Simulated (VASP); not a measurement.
# BaTiO3 (P4mm) in VASP: notebook

BaTiO3 is run at these levels: r2SCAN; tasks: single point.

Program: VASP 6.6.1. These are calculated values, not measurements. Logs are shortened: lines on timing, memory, paths and dates and some standing lists are left out, and cuts for length are marked.

### 1 The cell of the first run

Symmetry: P4mm, No. 99, tetragonal system. The conventional cell has a = 3.929 Å, b = 3.929 Å, c = 3.951 Å, α = 90.00°, β = 90.00°, γ = 90.00°. Ba (site symmetry 4mm) has 12 O at 2.76 to 2.81 Å and 8 Ti at 3.39 to 3.43 Å within 3.6 Å. Within 2.5 Å of Ti (site symmetry 4mm) lie 6 O at 1.88 to 2.07 Å. O (site symmetry 4mm) has 2 Ti at 1.88 to 2.07 Å within 2.5 Å. O (site symmetry 2mm) has 2 Ti at 1.97 Å within 2.6 Å.

### 2 Single point, r2SCAN (12.20 Å³/atom)

File POSCAR:

```
BaTiO3
1.0
    3.9294906794      0.0000000000      0.0000000000
    0.0000000000      3.9294906794      0.0000000000
    0.0000000000      0.0000000000      3.9505716175
Ba Ti O
1 1 3
Direct
    0.0000000000      0.0000000000      0.0044335280
    0.5000000000      0.5000000000      0.4946305627
    0.5000000000      0.5000000000      0.0176437592
    0.5000000000      0.0000000000      0.5131460751
    0.0000000000      0.5000000000      0.5131460751
```

File INCAR.step1:

```
SYSTEM = BaTiO3
PREC = Accurate ; ENCUT = 520
ISMEAR = 0 ; SIGMA = 0.02
LREAL = .FALSE. ; LASPH = .TRUE.
NELM = 60 ; NBANDS = 28
GGA = PE ; ALGO = Normal
EDIFF = 1E-4 ; LWAVE = .TRUE.
LCHARG = .FALSE.
```

File INCAR.step2:

```
SYSTEM = BaTiO3
PREC = Accurate ; ENCUT = 520
EDIFF = 1E-6 ; ISMEAR = 0
SIGMA = 0.02 ; LREAL = .FALSE.
LASPH = .TRUE. ; NELM = 60
ALGO = Normal ; ISIF = 2
LWAVE = .FALSE. ; LCHARG = .FALSE.
METAGGA = R2SCAN ; LMIXTAU = .TRUE.
NBANDS = 28 ; ISTART = 1
```

File KPOINTS:

```
Automatic mesh
0
G
  8 8 8
  0 0 0
```

Potentials or basis: VASP PAW PBE potentials, release 64 (Ba_sv, Ti_sv, O).

Run with:

```bash
> cat potpaw_PBE.64/Ba_sv/POTCAR potpaw_PBE.64/Ti_sv/POTCAR potpaw_PBE.64/O/POTCAR > POTCAR
> cp INCAR.step1 INCAR
> mpirun -np 1 vasp_std > vasp.out
> cp INCAR.step2 INCAR
> mpirun -np 1 vasp_std > vasp.out
```

OUTCAR:

```text
SYSTEM = BaTiO3
   PREC = Accurate
   ENCUT = 520
   EDIFF = 1E-6
   ISMEAR = 0
   LREAL = .FALSE.
   LASPH = .TRUE.
   NELM = 60
   ISIF = 2
   METAGGA = R2SCAN
   ISTART = 1

 ion  position               nearest neighbor table
   1  0.000  0.000  0.004-   4 2.76   5 2.76   5 2.76   4 2.76   3 2.78   3 2.78   3 2.78   3 2.78
                             4 2.81   5 2.81   5 2.81   4 2.81   2 3.39   2 3.39   2 3.39   2 3.39
   2  0.500  0.500  0.495-   3 1.88   4 1.97   5 1.97   4 1.97   5 1.97   3 2.07   1 3.39   1 3.39
                             1 3.39   1 3.39   1 3.43   1 3.43   1 3.43   1 3.43
   3  0.500  0.500  0.018-   2 1.88   2 2.07   1 2.78   1 2.78   1 2.78   1 2.78
   4  0.500  0.000  0.513-   2 1.97   2 1.97   1 2.76   1 2.76   1 2.81   1 2.81
   5  0.000  0.500  0.513-   2 1.97   2 1.97   1 2.76   1 2.76   1 2.81   1 2.81

  LATTYP: Found a simple tetragonal cell.
 ALAT       =     3.9294906794
 C/A-ratio  =     1.0053648017

  Lattice vectors:

 A1 = (   3.9294906794,   0.0000000000,   0.0000000000)
 A2 = (   0.0000000000,   3.9294906794,   0.0000000000)
 A3 = (   0.0000000000,   0.0000000000,   3.9505716175)

Analysis of symmetry for initial positions (statically):
=====================================================================
 Subroutine PRICEL returns:
 Original cell was already a primitive cell.

 Routine SETGRP: Setting up the symmetry group for a
 simple tetragonal supercell.

 Subroutine GETGRP returns: Found  8 space group operations
 (whereof  8 operations were pure point group operations)
 out of a pool of 16 trial point group operations.

The static configuration has the point symmetry C_4v.

Analysis of symmetry for dynamics (positions and initial velocities):
=====================================================================
 Subroutine PRICEL returns:
 Original cell was already a primitive cell.

 Routine SETGRP: Setting up the symmetry group for a
 simple tetragonal supercell.

 Subroutine GETGRP returns: Found  8 space group operations
 (whereof  8 operations were pure point group operations)
 out of a pool of 16 trial point group operations.

The dynamic configuration has the point symmetry C_4v.

 Subroutine INISYM returns: Found  8 space group operations
 (whereof  8 operations are pure point group operations),
 and found     1 'primitive' translations

[... 101 lines left out ...]
   LREAL  =      F    real-space projection
   EDIFFG = 0.1E-04   stopping-criterion for IOM
   NSW    =      0    number of steps for IOM
   IBRION =     -1    ionic relax: 0-MD 1-quasi-New 2-CG
   NFREE  =      0    steps in history (QN), initial steepest desc. (CG)
   ISIF   =      2    stress and relaxation
   ISYM   =      2    0-nonsym 1-usesym 2-fastsym
   POTIM  = 0.5000    time-step for ionic-motion
   TEBEG  =    0.0;   TEEND  =   0.0 temperature during run
   PSTRESS=    0.0 pullay stress
   NELECT =      40.0000    total number of electrons
   NUPDOWN=      -1.0000    fix difference up-down
   EMIN   =  10.00;   EMAX   =-10.00  energy-range for DOS
   EFERMI =   0.00;   METHOD = LEGACY
   ISMEAR =     0;   SIGMA  =   0.02  broadening in eV -4-tet -1-fermi 0-gaus
   EFERMI_NEDOS =   21; number of points for ismear=-14 and -15
   IALGO  =     38    algorithm
   IMIX   =      4    mixing-type and parameters
     AMIX     =   0.40;   BMIX     =  1.00
     AMIX_MAG =   1.60;   BMIX_MAG =  1.00
  volume/ion in A,a.u.               =      12.20        82.33
  Fermi-wavevector in a.u.,A,eV,Ry     =   1.422276  2.687713 27.522820  2.022870
  Thomas-Fermi vector in A             =   2.542997
   LORBIT       =      0    0 simple, 1 ext, 2 COOP (PROOUT), +10 PAW based schemes
   METAGGA = R2SCAN    functional components
   LHFCALC =     F    Hartree Fock is set to
   AEXX    =    0.0000 exact exchange contribution
   IVDW    =     0    specifies the selected vdW correction
   LEPSILON=     F    determine dielectric tensor
   LRPA    =     F    only Hartree local field effects (RPA)
 non-spin polarized calculation
 Gauss-broadening in eV      SIGMA  =   0.02
  energy-cutoff  :      520.00
  volume of cell :       61.00
 maximum number of plane-waves:      1666
 NGX is ok and might be reduce to    30
   NGX = 15   NGY = 15   NGZ = 15

 number of electron      39.9999996 magnetization

 Free energy of the ion-electron system (eV)
  ---------------------------------------------------
  ext. energy  EPLUGINS =         0.00000000
  ---------------------------------------------------
  free energy    TOTEN  =       -74.11743277 eV

  energy without entropy =      -74.11743277  energy(sigma->0) =      -74.11743277

 E-fermi :   4.1715     XC(G=0): -12.2028

 val. band max:        3.9541538318   @ k =   0.5000   0.5000   0.5000
 cond. band min:       6.2252320730   @ k =   0.0000   0.0000   0.0000
 fundamental gap:      2.2710782412
 Fermi energy:         4.1714675707

 k-point     1 :       0.0000    0.0000    0.0000
  band No.  band energies     occupation
      1     -54.6634      2.00000
      2     -29.8759      2.00000
      3     -29.8543      2.00000
      4     -29.8543      2.00000
      5     -21.4494      2.00000
      6     -14.0376      2.00000
[... 733 lines left out ...]
     27      12.8126      0.00000
     28      13.6986      0.00000

 [... further k-points ...]

------------------------ aborting loop because EDIFF is reached ----------------------------------------

  FORCE on cell =-STRESS in cart. coord.  units (eV):
  Direction    XX          YY          ZZ          XY          YZ          ZX
  --------------------------------------------------------------------------------------
  -------------------------------------------------------------------------------------
  Total        4.4083949      4.4083949      4.4310995      0.0000000      0.0000000      0.0000000
  in kB      115.7866823    115.7866823    116.3830180      0.0000000      0.0000000      0.0000000
  external PRESSURE =     115.9854608 kB  Pullay stress =       0.0000000 kB

 VOLUME and BASIS-vectors are now :
 -----------------------------------------------------------------------------
  energy-cutoff  :      520.00
  volume of cell :       61.00
      direct lattice vectors                 reciprocal lattice vectors
     3.929490679  0.000000000  0.000000000     0.254485907  0.000000000  0.000000000
     0.000000000  3.929490679  0.000000000     0.000000000  0.254485907  0.000000000
     0.000000000  0.000000000  3.950571618     0.000000000  0.000000000  0.253127926

 POSITION                                       TOTAL-FORCE (eV/Angst)
 -----------------------------------------------------------------------------------
      0.00000      0.00000      0.01751        -0.000000     -0.000000      0.015522
      1.96475      1.96475      1.95407         0.000000      0.000000      0.080688
      1.96475      1.96475      0.06970         0.000000      0.000000     -0.078510
      1.96475      0.00000      2.02722         0.000000     -0.000000     -0.008850
      0.00000      1.96475      2.02722        -0.000000     -0.000000     -0.008850
 -----------------------------------------------------------------------------------
    total drift:                                0.000000      0.000000     -0.005253

  FREE ENERGIE OF THE ION-ELECTRON SYSTEM (eV)
  ---------------------------------------------------
  free  energy   TOTEN  =       -74.1174327708 eV

  energy  without entropy=      -74.1174327708  energy(sigma->0) =      -74.11743277
```

OSZICAR.step1:

```text
N       E                     dE             d eps       ncg     rms          rms(c)
DAV:   1     0.445624017208E+03    0.44562E+03   -0.21048E+04  4200   0.158E+03
DAV:   2    -0.385546161313E+01   -0.44948E+03   -0.42787E+03  4812   0.437E+02
DAV:   3    -0.482400765183E+02   -0.44385E+02   -0.43972E+02  5796   0.136E+02
DAV:   4    -0.504627302307E+02   -0.22227E+01   -0.22185E+01  6304   0.254E+01
DAV:   5    -0.505224878033E+02   -0.59758E-01   -0.59747E-01  5644   0.345E+00    0.243E+01
DAV:   6    -0.398510175801E+02    0.10671E+02   -0.55274E+01  5768   0.689E+01    0.982E+00
DAV:   7    -0.398965466912E+02   -0.45529E-01   -0.87447E+00  5512   0.218E+01    0.718E+00
DAV:   8    -0.397747426624E+02    0.12180E+00   -0.70055E-01  5204   0.792E+00    0.306E+00
DAV:   9    -0.398092992294E+02   -0.34557E-01   -0.21477E-01  5656   0.323E+00    0.117E+00
DAV:  10    -0.397947128092E+02    0.14586E-01   -0.84449E-02  5072   0.297E+00    0.281E-01
DAV:  11    -0.397943727777E+02    0.34003E-03   -0.30661E-03  5464   0.418E-01    0.525E-02
DAV:  12    -0.397943382470E+02    0.34531E-04   -0.17503E-04  3840   0.108E-01
   1 F= -.39794338E+02 E0= -.39794338E+02  d E =-.224223E-41
```

Wall time 3.3 min (1 thread of Intel Xeon 6975P-C (Granite Rapids), shared host); peak memory 0.26 GiB.

What came out:

| Quantity | Value |
| --- | --- |
| Free energy | -74.1174 eV |
| Pressure | 11.6 GPa |
| Largest force | 0.081 eV/Å |
| Band gap on the k mesh | 2.27 eV (least direct gap 2.47 eV) |

Forces in eV/Å, atoms in the order of the input:
```
Ba   0.000  0.000  0.016
Ti   0.000  0.000  0.081
O    0.000  0.000 -0.079
O    0.000  0.000 -0.009
O    0.000  0.000 -0.009
```

Caveat: the cell stands under pressure; the PAW data sets were made with another functional, which shifts forces and pressure a little; spin-orbit coupling is left out, which moves the levels of the heavy elements. A k mesh can miss the band edges.

(Continued in part 2 of 2.)
